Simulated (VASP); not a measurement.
Wanted: the native input for a VASP 6.6.1 run.

```yaml
Task: single point
Functional: PBEsol
Potentials_or_basis: VASP PAW PBE potentials, release 64 (Al)
Cutoff: 500 eV
k_mesh: 21 × 13 × 6
Occupations: gaussian, width 0.15 eV
Spin: no spin polarisation
Dipole_correction: no
Further_INCAR_settings: ALGO = Normal; EDIFF = 1e-06; NBANDS = 22
```

The structure of Al lies in POSCAR:

```
Al
1.0
   -1.6064390039      1.6064390039     -1.6064390039
   -3.2128780077     -3.2128780077      0.0000000000
   -5.3547966796      4.2838373436      8.0321950194
Al
8
Direct
    0.6250000000      0.4895833333      0.0625000000
    0.0000000000     -0.1562500000      0.9375000000
    0.8750000000      0.4479166667      0.3125000000
    0.2500000000     -0.0312500000      0.1875000000
    0.1250000000      0.4062500000      0.5625000000
    0.5000000000     -0.0729166667      0.4375000000
    0.3750000000      0.3645833333      0.8125000000
    0.7500000000     -0.1145833333      0.6875000000
```

This cell differs from its parent crystal: the part above a cut slid along it.

The input as run:

INCAR

```
PREC     = Accurate       # precision mode
ENCUT    = 500            # plane-wave cutoff, eV
EDIFF    = 1E-6           # SCF threshold, eV
ISMEAR   = 0              # smearing method
SIGMA    = 0.15           # smearing width, eV
LREAL    = False          # projectors in reciprocal space
LASPH    = True           # aspherical terms in the spheres
NELM     = 120            # most SCF steps
ALGO     = Normal         # electronic algorithm
ISIF     = 2              # what is computed and relaxed
LWAVE    = False          # write WAVECAR
LCHARG   = False          # write CHGCAR
GGA      = PS             # functional
NBANDS   = 22             # bands
GGA_COMPAT= False
```

KPOINTS

```
Automatic mesh
0
Gamma
  21 13 6
```

Potentials or basis: VASP PAW PBE potentials, release 64 (Al).

Launch:

```console
$ cat potpaw_PBE.64/Al/POTCAR > POTCAR
$ mpirun -np 1 vasp_std > vasp.out
```

It gave:

```
Pressure               : 2.8 GPa
Largest force          : 3.796 eV/Å
Band gap on the k mesh : zero (bands 12 and 13 overlap by 4.54 eV)
```

Caveat: the cell differs from its parent crystal (the part above a cut slid along it); the PAW data sets were made with another functional, which shifts forces and pressure a little.

It took 14 min on 1 thread of Intel(R) Xeon(R) 6975P-C (Granite Rapids), on a shared host, peak memory 1.4 GiB.
